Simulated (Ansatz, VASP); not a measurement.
## Nb: VASP beside Ansatz

```
CELL_PARAMETERS angstrom
-1.70555 1.70555 1.70555
1.70555 -1.70555 1.70555
1.70555 1.70555 -1.70555
ATOMIC_POSITIONS crystal
Nb 0.00000 0.00000 0.00000
```

Change from the starting cell: strain +0.025 along x and y, +0.025 along z, atoms carried along.

Alike in both runs: task single point; functional PBE; k mesh 20 × 20 × 20; occupations gaussian, width 0.15 eV; no spin polarisation.

|  | VASP | Ansatz |
| --- | --- | --- |
| version | VASP 6.6.1 | Ansatz 0.2.0 |
| potentials or method | VASP PAW PBE potentials, release 64 (Nb_sv), cutoff 520 eV | scalar-relativistic, plane waves, PAW |
| valence electrons in the cell | 13 | 13 |

Ansatz gave:

```
gap on the k mesh at the Fermi level (eV) : none
pressure (GPa)                            : -12.9
```

Task: What did VASP give for the same quantities?

Result: gap on the k mesh at the Fermi level (eV): none; pressure (GPa): -13.1.

A gap of «none» marks a metal or a gap that the smearing closes. With one functional, cell and mesh, what is left measures potentials, basis and numerics.
